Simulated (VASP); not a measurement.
Set up this calculation in VASP 6.6.1, as the native input.

```yaml
Task: single point
Functional: BLYP
Potentials_or_basis: VASP PAW PBE potentials, release 64 (Co)
Cutoff: 520 eV
k_mesh: 17 × 17 × 17
Occupations: fermi-dirac, width 0.05 eV
Spin: collinear spin, ferromagnetic start
Starting_moments: "[1.714] μB"
Dipole_correction: no
Further_INCAR_settings: ALGO = Normal; EDIFF = 1e-06; NBANDS = 14
```

The structure of Co lies in POSCAR:

```
Co
1.0
    0.0000000000      1.8102883456      1.8102883456
    1.8102883456      0.0000000000      1.8102883456
    1.8102883456      1.8102883456      0.0000000000
Co
1
Direct
    0.0000000000      0.0000000000      0.0000000000
```

This cell differs from its parent crystal: volume scaled by 1.04.

These files were run (other wordings do the same):

INCAR

```
SYSTEM = Co
AGGAC    = 1.0          
AGGAX    = 1.0          
ALDAC    = 0.0          
ALDAX    = 1.0          
ALGO     = Normal         ! electronic algorithm
EDIFF    = 1E-6           ! SCF threshold, eV
ENCUT    = 520            ! plane-wave cutoff, eV
GGA      = B5             ! functional
ISIF     = 2              ! what is computed and relaxed
ISMEAR   = -1             ! smearing method
ISPIN    = 2              ! spin polarisation
LASPH    = .TRUE.         ! aspherical terms in the spheres
LCHARG   = .FALSE.        ! write CHGCAR
LMAXMIX  = 4              ! l up to which the mixer works
LORBIT   = 11             ! projections on sites
LREAL    = .FALSE.        ! projectors in reciprocal space
LWAVE    = .FALSE.        ! write WAVECAR
MAGMOM   = 1.714          ! initial moments
NBANDS   = 14             ! bands
NELM     = 150            ! most SCF steps
PREC     = Accurate       ! precision mode
SIGMA    = 0.05           ! smearing width, eV
```

KPOINTS

```
k-points
0
G
  17 17 17
  0 0 0
```

Potentials or basis: VASP PAW PBE potentials, release 64 (Co).

Launch:

```sh
$ cat potpaw_PBE.64/Co/POTCAR > POTCAR
$ mpirun -np 1 vasp_std > vasp.out
```

Results of the run:

| Property | Result |
| --- | --- |
| Pressure | -6.8 GPa |
| Net moment | 1.67 μB per cell |
| Site moments | Co +1.70 μB |
| Valence electrons inside the program's atomic spheres | Co 8.14 |

Caveat: the PAW data sets were made with another functional, which shifts forces and pressure a little.

Run time: 92 s on 1 thread of Intel Xeon 8259CL, with other jobs on the host, peak memory 0.16 GiB.
